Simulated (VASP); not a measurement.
Set up this calculation in VASP 6.6.1, as the native input.

```
Task                   : single point
Functional             : PBE
Potentials or basis    : VASP PAW PBE potentials, release 64 (Mo_sv)
Cutoff                 : 520 eV
k mesh                 : 18 × 18 × 18
Occupations            : gaussian, width 0.1 eV
Spin                   : no spin polarisation
Dipole correction      : no
Further INCAR settings : ALGO = Normal; EDIFF = 1e-06; NBANDS = 13
```

The structure of Mo lies in POSCAR:

```
Mo
1.0
    0.0000000000      2.0208414686      2.0208414686
    2.0208414686      0.0000000000      2.0208414686
    2.0208414686      2.0208414686      0.0000000000
Mo
1
Direct
    0.0000000000      0.0000000000      0.0000000000
```

This cell differs from its parent crystal: volume scaled by 1.03.

These files were run (other wordings do the same):

INCAR

```
PREC     = Accurate       # precision mode
ENCUT    = 520            # plane-wave cutoff, eV
EDIFF    = 1E-6           # SCF threshold, eV
ISMEAR   = 0              # smearing method
SIGMA    = 0.1            # smearing width, eV
LREAL    = False          # projectors in reciprocal space
LASPH    = True           # aspherical terms in the spheres
NELM     = 100            # most SCF steps
ALGO     = Normal         # electronic algorithm
ISIF     = 2              # what is computed and relaxed
LWAVE    = False          # write WAVECAR
LCHARG   = False          # write CHGCAR
GGA      = PE             # functional
NBANDS   = 13             # bands
```

KPOINTS

```
regular mesh
0
Gamma
  18 18 18
```

Potentials or basis: VASP PAW PBE potentials, release 64 (Mo_sv).

Run with:

```bash
$ cat potpaw_PBE.64/Mo_sv/POTCAR > POTCAR
$ mpirun -np 1 vasp_std > vasp.out
```

Results of the run:

* Pressure: -6.3 GPa
* Band gap on the k mesh: zero (band 7 reaches 15.16 eV, above the bottom of band 8 at 10.67 eV)

Wall time 11 s on 1 thread of Intel(R) Xeon(R) 6975P-C (Granite Rapids), on a shared host, peak memory 0.16 GiB.
